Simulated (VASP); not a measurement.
Here is a VASP 6.6.1 calculation.

The input INCAR:

```
ALGO = Normal ; EDIFF = 1E-6
ENCUT = 520 ; GGA = PS
ISIF = 2 ; ISMEAR = 0
LASPH = True ; LCHARG = True
LELF = True ; LREAL = False
LVHAR = True ; LWAVE = False
NBANDS = 13 ; NELM = 80
PREC = Accurate ; SIGMA = 0.05
```

Contents of KPOINTS:

```
k-points
0
Gamma
  18 18 18
```

File POSCAR:

```
Mo
1.0
   -1.5645568287      1.5645568287      1.5645568287
    1.5645568287     -1.5645568287      1.5645568287
    1.5645568287      1.5645568287     -1.5645568287
Mo
1
Direct
    0.0000000000      0.0000000000      0.0000000000
```

Potentials or basis: VASP PAW PBE potentials, release 64 (Mo_sv).

Run with:

```bash
$ cat potpaw_PBE.64/Mo_sv/POTCAR > POTCAR
$ mpirun -np 1 vasp_std > vasp.out
```

**Question.** Predict the pressure.

**Answer.** 0.6 GPa.

**Question.** Estimate the band gap on the k mesh.

**Answer.** Zero (band 7 reaches 16.92 eV, above the bottom of band 8 at 11.39 eV).

Caveat: the PAW data sets were made with another functional, which shifts forces and pressure a little.
